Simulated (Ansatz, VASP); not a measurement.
**PbI2 in VASP and in Ansatz**

```xyz
3
Lattice="4.6658 0.0000 0.0000 -2.3329 4.0407 0.0000 0.0000 0.0000 31.1956" Properties=species:S:1:pos:R:3 pbc="T T T"
Pb    0.0000    0.0000    9.0000
I     0.0000    2.6938   10.8638
I     2.3329    1.3469    7.1362
```

Change from the starting cell: species swapped into a sheet of the PbI2 type.

Alike in both runs: functional PBE; k mesh 6 × 6 × 1; occupations gaussian, width 0.02 eV; no spin polarisation.

Ansatz relaxed the structure, and its values are those at the end. VASP's run is a single point on that final structure, the one shown.

|  | VASP | Ansatz |
| --- | --- | --- |
| version | VASP 6.6.1 | Ansatz 0.2.0 |
| potentials or method | VASP PAW PBE potentials, release 64 (Pb_d, I), cutoff 400 eV | scalar-relativistic, plane waves, PAW |
| valence electrons in the cell | 28 | 48 |

|  | VASP | Ansatz | Ansatz less VASP |
| --- | --- | --- | --- |
| gap on the k mesh at the Fermi level (eV) | 2.54 | 2.54 | +0.002 |
| least direct gap on the mesh (eV) | 2.88 | 2.88 | 0.000 |

VASP's potentials hold 28 valence electrons a cell and Ansatz's 48, so a difference there can come from the potentials and not from the codes. Ansatz's warnings: xc potential rough in thin density.

Neither program's run includes spin-orbit coupling.
